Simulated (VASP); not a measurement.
Ti: single point with PBEsol

Crystal: Ti.

```
CELL_PARAMETERS angstrom
2.98882 0.00000 0.00000
-1.49441 2.58839 0.00000
0.00000 0.00000 4.74766
ATOMIC_POSITIONS crystal
Ti 0.33333 0.66667 0.25000
Ti 0.66667 0.33333 0.75000
```

This cell differs from its parent crystal: volume scaled by 1.04.

```
Program             : VASP 6.6.1
Task                : single point
Functional          : PBEsol
Potentials or basis : VASP PAW PBE potentials, release 64 (Ti_sv)
Cutoff              : 520 eV
k mesh              : 13 × 13 × 7
Occupations         : fermi-dirac, width 0.08 eV
Spin                : no spin polarisation
```

```yaml
Pressure: -9.5 GPa
Band_gap_on_the_k_mesh: zero (band 12 reaches 8.38 eV, above the bottom of band 13 at 7.33 eV)
```

Stress tensor (GPa, compression positive):
```
-9.30  0.00  0.00
 0.00 -9.30  0.00
 0.00  0.00 -9.85
```

Levels at points of the mesh, in eV from the Fermi level:
```
           k point  band 10  band 11  band 12  band 13  band 14  band 15
(0.00, 0.00, 0.00)    -2.55     0.63     0.76     0.76     0.85     1.21
```

Run time: 70 s on 1 thread of Intel(R) Xeon(R) Platinum 8259CL CPU @ 2.50GHz (Skylake/Cascade Lake), with other jobs on the host, peak memory 0.18 GiB.

Caveat: the PAW data sets were made with another functional, which shifts forces and pressure a little.
